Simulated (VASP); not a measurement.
A run of VASP 6.6.1 is set up as follows.

The input INCAR:

```
  PREC = Accurate
  ENCUT = 520
  EDIFF = 1E-6
  ISMEAR = -1
  SIGMA = 0.05
  LREAL = False
  LASPH = True
  NELM = 80
  ALGO = Normal
  ISIF = 2
  LWAVE = False
  LCHARG = False
  GGA = CA
  NBANDS = 16
```

File KPOINTS:

```
regular mesh
0
Gamma
  8 8 7
```

POSCAR

```
NbTe
1.0
    3.6103423322      0.0000000000      0.0000000000
   -1.8051711661      3.1266481761      0.0000000000
    0.0000000000      0.0000000000      3.6487918729
Te Nb
1 1
Direct
    0.6666666667      0.3333333333      0.0000000000
    0.0000000000      0.0000000000      0.5000000000
```

Potentials or basis: VASP PAW LDA potentials, release 64 (Te, Nb_sv).

Launch:

```sh
$ cat potpaw_LDA.64/Te/POTCAR potpaw_LDA.64/Nb_sv/POTCAR > POTCAR
$ mpirun -np 1 vasp_std > vasp.out
```

(1) Predict the band gap on the k mesh.

(2) What does it give for the pressure?

## Answers

(1) zero (an odd number of electrons rules out a gap without spin polarisation).

(2) 0.0 GPa.

Caveat: spin-orbit coupling is left out, which moves the levels of the heavy elements.
